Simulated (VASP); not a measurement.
# Cu (P6_3/mmc) in VASP: settings compared

The runs below take Cu through single point, with LDA, r2SCAN.

Program: VASP 6.6.1. These are calculated values, not measurements. Logs are shortened: lines on timing, memory, paths and dates and some standing lists are left out, and cuts for length are marked.

## (1) The cell of the first run

Symmetry: P6_3/mmc, No. 194, hexagonal system. The conventional cell has a = 2.567 Å, b = 2.567 Å, c = 8.387 Å, α = 90.00°, β = 90.00°, γ = 120.00°. Within 3.4 Å of Cu (site symmetry -3m) lie 12 Cu at 2.57 Å. Within 3.4 Å of Cu (site symmetry -6m2) lie 12 Cu at 2.57 Å.

This isn't the form of Cu at room conditions, which is fcc.

## (2) Single point, LDA

File INCAR:

```
SYSTEM = Cu
PREC = Accurate
ENCUT = 520
EDIFF = 1E-6
ISMEAR = 0
SIGMA = 0.1
LREAL = .FALSE.
LASPH = .TRUE.
NELM = 100
ALGO = Fast
ISIF = 2
LWAVE = .FALSE.
LCHARG = .FALSE.
GGA = CA
NBANDS = 30
```

File KPOINTS:

```
Automatic mesh
0
G
  18 18 6
  0 0 0
```

File POSCAR:

```
Cu
1.0
    2.5670412900      0.0000000000      0.0000000000
   -1.2835206450      2.2231229697      0.0000000000
    0.0000000000      0.0000000000      8.3865575143
Cu
4
Direct
    0.0000000000      0.0000000000      0.0000000000
    0.3333333333      0.6666666667      0.2500000000
    0.0000000000      0.0000000000      0.5000000000
    0.6666666667      0.3333333333      0.7500000000
```

Potentials or basis: VASP PAW LDA potentials, release 64 (Cu).

Started as:

```bash
cat potpaw_LDA.64/Cu/POTCAR > POTCAR
mpirun -np 1 vasp_std > vasp.out
```

OUTCAR:

```text
SYSTEM = Cu
   PREC = Accurate
   ENCUT = 520
   EDIFF = 1E-6
   ISMEAR = 0
   LREAL = .FALSE.
   LASPH = .TRUE.
   NELM = 100
   ISIF = 2
   GGA = CA

 ion  position               nearest neighbor table
   1  0.000  0.000  0.000-   2 2.57   4 2.57   2 2.57   4 2.57   4 2.57   2 2.57
   2  0.333  0.667  0.250-   1 2.57   3 2.57   1 2.57   3 2.57   1 2.57   3 2.57
   3  0.000  0.000  0.500-   2 2.57   4 2.57   2 2.57   4 2.57   4 2.57   2 2.57
   4  0.667  0.333  0.750-   1 2.57   3 2.57   1 2.57   3 2.57   1 2.57   3 2.57

  LATTYP: Found a hexagonal cell.
 ALAT       =     2.5670412900
 C/A-ratio  =     3.2670130967

  Lattice vectors:

 A1 = (   2.5670412900,   0.0000000000,   0.0000000000)
 A2 = (  -1.2835206450,   2.2231229697,   0.0000000000)
 A3 = (   0.0000000000,   0.0000000000,   8.3865575143)

Analysis of symmetry for initial positions (statically):
=====================================================================
 Subroutine PRICEL returns:
 Original cell was already a primitive cell.

 Routine SETGRP: Setting up the symmetry group for a
 hexagonal supercell.

 Subroutine GETGRP returns: Found 24 space group operations
 (whereof 12 operations were pure point group operations)
 out of a pool of 24 trial point group operations.

The static configuration has the point symmetry D_3d.
 The point group associated with its full space group is D_6h.

Analysis of symmetry for dynamics (positions and initial velocities):
=====================================================================
 Subroutine PRICEL returns:
 Original cell was already a primitive cell.

 Routine SETGRP: Setting up the symmetry group for a
 hexagonal supercell.

 Subroutine GETGRP returns: Found 24 space group operations
 (whereof 12 operations were pure point group operations)
 out of a pool of 24 trial point group operations.

The dynamic configuration has the point symmetry D_3d.
 The point group associated with its full space group is D_6h.

 Subroutine INISYM returns: Found 24 space group operations
 (whereof 12 operations are pure point group operations),
 and found     1 'primitive' translations

----------------------------------------------------------------------------------------

                                     Primitive cell

  volume of cell :      47.8608

  direct lattice vectors                    reciprocal lattice vectors
[... 86 lines left out ...]
   LNONCOLLINEAR =      F non collinear calculations
   LSORBIT =      F    spin-orbit coupling
   LASPH  =      T    aspherical Exc in radial PAW
   ENCUT  =  520.0 eV  38.22 Ry    6.18 a.u.   4.77  4.77 15.59*2*pi/ulx,y,z
   NELM   =    100;   NELMIN=  2; NELMDL= -5     # of ELM steps
   EDIFF  = 0.1E-05   stopping-criterion for ELM
   LREAL  =      F    real-space projection
   EDIFFG = 0.1E-04   stopping-criterion for IOM
   NSW    =      0    number of steps for IOM
   IBRION =     -1    ionic relax: 0-MD 1-quasi-New 2-CG
   NFREE  =      0    steps in history (QN), initial steepest desc. (CG)
   ISIF   =      2    stress and relaxation
   ISYM   =      2    0-nonsym 1-usesym 2-fastsym
   POTIM  = 0.5000    time-step for ionic-motion
   TEBEG  =    0.0;   TEEND  =   0.0 temperature during run
   PSTRESS=    0.0 pullay stress
   NELECT =      44.0000    total number of electrons
   NUPDOWN=      -1.0000    fix difference up-down
   EMIN   =  10.00;   EMAX   =-10.00  energy-range for DOS
   EFERMI =   0.00;   METHOD = LEGACY
   ISMEAR =     0;   SIGMA  =   0.10  broadening in eV -4-tet -1-fermi 0-gaus
   EFERMI_NEDOS =   21; number of points for ismear=-14 and -15
   IALGO  =     68    algorithm
   IMIX   =      4    mixing-type and parameters
     AMIX     =   0.40;   BMIX     =  1.00
     AMIX_MAG =   1.60;   BMIX_MAG =  1.00
  volume/ion in A,a.u.               =      11.97        80.75
  Fermi-wavevector in a.u.,A,eV,Ry     =   1.591839  3.008139 34.476485  2.533950
  Thomas-Fermi vector in A             =   2.690317
   LORBIT       =      0    0 simple, 1 ext, 2 COOP (PROOUT), +10 PAW based schemes
   GGA     = CA    functional components
   LHFCALC =     F    Hartree Fock is set to
   AEXX    =    0.0000 exact exchange contribution
   IVDW    =     0    specifies the selected vdW correction
   LEPSILON=     F    determine dielectric tensor
   LRPA    =     F    only Hartree local field effects (RPA)
 non-spin polarized calculation
 RMM-DIIS sequential band-by-band and
 Gauss-broadening in eV      SIGMA  =   0.10
  energy-cutoff  :      520.00
  volume of cell :       47.86
 maximum number of plane-waves:      1316
 NGX is ok and might be reduce to    20
   NGX =  9   NGY =  9   NGZ = 31

 number of electron      44.0000026 magnetization

 Free energy of the ion-electron system (eV)
  ---------------------------------------------------
  ext. energy  EPLUGINS =         0.00000000
  ---------------------------------------------------
  free energy    TOTEN  =       -18.63201676 eV

  energy without entropy =      -18.62505185  energy(sigma->0) =      -18.62853431

 E-fermi :   7.1211     XC(G=0): -13.0260

 val. band max:        7.1187593344   @ k =   0.3889   0.0556   0.0000
 cond. band min:       7.1236423941   @ k =   0.4444   0.0556   0.5000
 fundamental gap:      0.0048830597
 Fermi energy:         7.1210553582

 k-point     1 :       0.0000    0.0000    0.0000
  band No.  band energies     occupation
      1      -2.0741      2.00000
      2       0.0212      2.00000
      3       0.0296      2.00000
      4       2.1292      2.00000
      5       3.9088      2.00000
      6       3.9114      2.00000
[... 781 lines left out ...]
     29      17.6329      0.00000
     30      18.5733      0.00000

 [... further k-points ...]
[... 5 lines left out ...]
  --------------------------------------------------------------------------------------
  -------------------------------------------------------------------------------------
  Total       -3.9442747     -3.9442747     -3.9466608      0.0000000      0.0000000      0.0000000
  in kB     -132.0376127   -132.0376127   -132.1174888      0.0000000      0.0000000      0.0000000
  external PRESSURE =    -132.0642380 kB  Pullay stress =       0.0000000 kB

 VOLUME and BASIS-vectors are now :
 -----------------------------------------------------------------------------
  energy-cutoff  :      520.00
  volume of cell :       47.86
      direct lattice vectors                 reciprocal lattice vectors
     2.567041290  0.000000000  0.000000000     0.389553531  0.224908836  0.000000000
    -1.283520645  2.223122970  0.000000000     0.000000000  0.449817673  0.000000000
     0.000000000  0.000000000  8.386557514     0.000000000  0.000000000  0.119238436

 POSITION                                       TOTAL-FORCE (eV/Angst)
 -----------------------------------------------------------------------------------
      0.00000      0.00000      0.00000         0.000000      0.000000     -0.000000
     -0.00000      1.48208      2.09664         0.000000     -0.000000      0.000000
      0.00000      0.00000      4.19328         0.000000      0.000000     -0.000000
      1.28352      0.74104      6.28992        -0.000000      0.000000     -0.000000
 -----------------------------------------------------------------------------------
    total drift:                                0.000000     -0.000000      0.000000

  FREE ENERGIE OF THE ION-ELECTRON SYSTEM (eV)
  ---------------------------------------------------
  free  energy   TOTEN  =       -18.6320167643 eV

  energy  without entropy=      -18.6250518500  energy(sigma->0) =      -18.62853431
```

OSZICAR:

```text
N       E                     dE             d eps       ncg     rms          rms(c)
DAV:   1     0.335076382488E+03    0.33508E+03   -0.19807E+04  9392   0.267E+03
DAV:   2     0.885947777517E+01   -0.32622E+03   -0.31456E+03  8880   0.392E+02
DAV:   3    -0.217192971570E+02   -0.30579E+02   -0.28887E+02  9864   0.170E+02
DAV:   4    -0.225516581046E+02   -0.83236E+00   -0.83058E+00 10306   0.380E+01
DAV:   5    -0.225630587778E+02   -0.11401E-01   -0.11400E-01 11402   0.434E+00    0.159E+01
RMM:   6    -0.201913283823E+02    0.23717E+01   -0.33190E+01  9793   0.878E+01    0.925E+00
RMM:   7    -0.186510731715E+02    0.15403E+01   -0.69141E+00  9628   0.430E+01    0.163E+00
RMM:   8    -0.186309555948E+02    0.20118E-01   -0.28055E-01 10162   0.395E+00    0.261E-01
RMM:   9    -0.186326507247E+02   -0.16951E-02   -0.41225E-02 10414   0.241E+00    0.212E-01
RMM:  10    -0.186319324823E+02    0.71824E-03   -0.93765E-03 10879   0.135E+00    0.762E-02
RMM:  11    -0.186321195487E+02   -0.18707E-03   -0.30283E-03 11312   0.630E-01    0.105E-01
RMM:  12    -0.186319860512E+02    0.13350E-03   -0.76805E-04 10908   0.268E-01    0.414E-03
RMM:  13    -0.186320147398E+02   -0.28689E-04   -0.28203E-04 11410   0.121E-01    0.973E-03
RMM:  14    -0.186320179783E+02   -0.32385E-05   -0.26995E-05  9065   0.561E-02    0.129E-02
RMM:  15    -0.186320164273E+02    0.15510E-05   -0.21804E-05 10039   0.621E-02    0.339E-03
RMM:  16    -0.186320167643E+02   -0.33698E-06   -0.54809E-06  6829   0.192E-02
   1 F= -.18632017E+02 E0= -.18628534E+02  d E =-.696491E-02
```

stdout:

```text
POSCAR found type information on POSCAR Cu
 POSCAR found :  1 types and       4 ions
 scaLAPACK will be used
 LDA part: xc-table for (Slater(with rela. corr.)+CA(PZ))
 , standard interpolation
 POSCAR, INCAR and KPOINTS ok, starting setup
 FFT: planning ... GRIDC
 FFT: planning ... GRID_SOFT
 FFT: planning ... GRID
 WAVECAR not read
 entering main loop
```

Wall time 6.1 min (1 thread of Intel Xeon 8259CL, shared host); peak memory 0.26 GiB.

Results:

| Item | Value |
| --- | --- |
| Free energy | -18.6320 eV |
| Pressure | -13.2 GPa |
| Band gap on the k mesh | zero (bands 22 and 23 overlap by 5.16 eV) |

Levels at points of the mesh, in eV from the Fermi level:
| k point | band 18 | band 19 | band 20 | band 21 | band 22 | band 23 | band 24 | band 25 | band 26 | band 27 |
| --- | --- | --- | --- | --- | --- | --- | --- | --- | --- | --- |
| (0.00, 0.00, 0.00) | -2.07 | -2.07 | -1.91 | -1.91 | -1.63 | -1.63 | -0.89 | 3.70 | 12.37 | 12.37 |
| (0.50, 0.00, 0.00) | -1.51 | -1.50 | -1.49 | -0.51 | 0.50 | 0.99 | 1.55 | 4.53 | 4.56 | 8.47 |
| (0.00, 0.00, 0.50) | -2.19 | -2.19 | -2.19 | -1.75 | -1.75 | -1.75 | -1.75 | 6.85 | 6.85 | 18.71 |
| (0.50, 0.00, 0.50) | -1.59 | -1.51 | -1.51 | 0.11 | 0.11 | 1.37 | 1.37 | 5.06 | 5.06 | 6.88 |

Caveat: the cell stands under tension.

## (3) Single point, r2SCAN

POSCAR is that of step 2.

File INCAR.step1:

```
SYSTEM = Cu
ALGO = Normal
EDIFF = 1E-4
ENCUT = 520
GGA = PE
ISMEAR = 0
LASPH = .True.
LCHARG = .False.
LREAL = .False.
LWAVE = .True.
NBANDS = 30
NELM = 60
PREC = Accurate
SIGMA = 0.1
```

File INCAR.step2:

```
SYSTEM = Cu
ALGO = Normal
EDIFF = 1E-7
ENCUT = 520
ISIF = 2
ISMEAR = 0
ISTART = 1
LASPH = .True.
LCHARG = .False.
LMIXTAU = .True.
LREAL = .False.
LWAVE = .False.
METAGGA = R2SCAN
NBANDS = 30
NELM = 60
PREC = Accurate
SIGMA = 0.1
```

File KPOINTS:

```
k-points
0
Gamma
  18 18 6
  0 0 0
```

Potentials or basis: VASP PAW PBE potentials, release 64 (Cu).

Started as:

```bash
cat potpaw_PBE.64/Cu/POTCAR > POTCAR
cp INCAR.step1 INCAR
mpirun -np 1 vasp_std > vasp.out
cp INCAR.step2 INCAR
mpirun -np 1 vasp_std > vasp.out
```

It took 24 min on 1 thread of Intel Xeon 8259CL, shared host; peak memory 0.28 GiB.

The run converged. Its results:

```yaml
Free_energy: -43.2552 eV
Pressure: -5.7 GPa
Band_gap_on_the_k_mesh: zero (bands 22 and 23 overlap by 5.33 eV)
```

Stress tensor (GPa, compression positive):
```
-5.78  0.00  0.00
 0.00 -5.78  0.00
 0.00  0.00 -5.67
```

Levels at points of the mesh, in eV from the Fermi level:
```
           k point  band 20  band 21  band 22  band 23  band 24  band 25
(0.00, 0.00, 0.00)    -1.99    -1.99    -1.71    -1.71    -0.96     3.95
(0.50, 0.00, 0.00)    -1.55    -0.55     0.52     1.03     1.65     4.80
(0.00, 0.00, 0.50)    -2.28    -1.83    -1.83    -1.83    -1.83     7.18
(0.50, 0.00, 0.50)    -1.58     0.09     0.09     1.45     1.45     5.35
```

Caveat: the cell stands under tension; the PAW data sets were made with another functional, which shifts forces and pressure a little.
